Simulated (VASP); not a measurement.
A run of VASP 6.6.1 is set up as follows.

INCAR

```
PREC = Accurate
ENCUT = 520
EDIFF = 1E-6
ISMEAR = 0
SIGMA = 0.1
LREAL = F
LASPH = T
NELM = 100
ALGO = Normal
ISIF = 2
LWAVE = F
LCHARG = F
GGA = PE
IVDW = 12
NBANDS = 13
```

File KPOINTS:

```
regular mesh
0
Gamma
  18 18 18
```

File POSCAR:

```
Mo
1.0
   -1.5650337310      1.5650337310      1.5650337310
    1.5650337310     -1.5650337310      1.5650337310
    1.5650337310      1.5650337310     -1.5650337310
Mo
1
Direct
    0.0000000000      0.0000000000      0.0000000000
```

Potentials or basis: VASP PAW PBE potentials, release 64 (Mo_sv).

The run is started by

```bash
$ cat potpaw_PBE.64/Mo_sv/POTCAR > POTCAR
$ mpirun -np 1 vasp_std > vasp.out
```

(1) What does it give for the pressure?

(2) What does it give for the band gap on the k mesh?

(3) Estimate the dispersion energy per atom.

## Answers

(1) 0.6 GPa.

(2) zero (band 7 reaches 17.00 eV, above the bottom of band 8 at 11.50 eV).

(3) -0.728 eV.

Caveat: pairwise dispersion overbinds metals, which lowers pressure and volume.
